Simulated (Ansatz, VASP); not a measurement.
**Re: VASP beside Ansatz**

Contents of INCAR:

```
SYSTEM = Re
PREC = Accurate
ENCUT = 520
EDIFF = 1E-6
ISMEAR = -1
SIGMA = 0.1
LREAL = .False.
LASPH = .True.
NELM = 80
ALGO = Normal
ISIF = 2
LWAVE = .False.
LCHARG = .False.
GGA = B5
ALDAX = 1.0
AGGAX = 1.0
AGGAC = 1.0
ALDAC = 0.0
NBANDS = 18
```

File KPOINTS:

```
Automatic mesh
0
Gamma
  9 9 13
  0 0 0
```

The input POSCAR:

```
Re
1.0
    4.4323202878      0.0000000000      0.0000000000
   -2.2161601439      3.8385019670      0.0000000000
    0.0000000000      0.0000000000      2.7873484112
Re
3
Direct
    1.0000000000      1.0000000000      1.0000000000
    0.3333333333      0.6666666667      0.5000000000
    0.6666666667      0.3333333333      0.5000000000
```

Input for Ansatz:

```yaml
crystal:
  lattice:
    - [4.4323202878, 0.0, 0.0]
    - [-2.2161601439, 3.838501967, 0.0]
    - [0.0, 0.0, 2.7873484112]
  atoms:
    - { symbol: Re, position: [1.0, 1.0, 1.0] }
    - { symbol: Re, position: [0.3333333333, 0.6666666667, 0.5] }
    - { symbol: Re, position: [0.6666666667, 0.3333333333, 0.5] }
hamiltonian:
  xc: blyp
  pseudopotentials:
    kind: paw
    azcp:
      Re: "pseudopotentials/Re.paw.azcp"
basis:
  ecutwfc: 420
  fft_grid_basis: typed
kpoints:
  mp_grid: { grid: [9, 9, 13], shift: [0, 0, 0] }
magnetization:
  spin_polarized: false
scf:
  occupations: { method: fermi_dirac, width: 0.1 }
  lower_state_search: "off"
output:
  stress: true
```

Alike in both runs: task single point; functional BLYP; k mesh 9 × 9 × 13; occupations fermi-dirac, width 0.1 eV; no spin polarisation.

|  | VASP | Ansatz |
| --- | --- | --- |
| version | VASP 6.6.1 | Ansatz 0.2.0 |
| potentials or method | VASP PAW PBE potentials, release 64 (Re), cutoff 520 eV | plane waves (420 eV) with PAW, scalar-relativistic |
| valence electrons in the cell | 21 | 45 |

VASP gave:

```
pressure (GPa)                                                : 1.4
traceless stress, the component that is largest in VASP (GPa) : -0.05
```

Task: Estimate Ansatz's values.

Result: Pressure (GPa): 0.0; traceless stress, the component that is largest in VASP (GPa): -0.32.

VASP's potentials were made for PBE, not for BLYP. With one functional, cell and mesh, what is left measures potentials, basis and numerics. VASP's potentials hold 21 valence electrons a cell and Ansatz's 45, so a difference there can come from the potentials and not from the codes.

Spin-orbit coupling is off throughout.
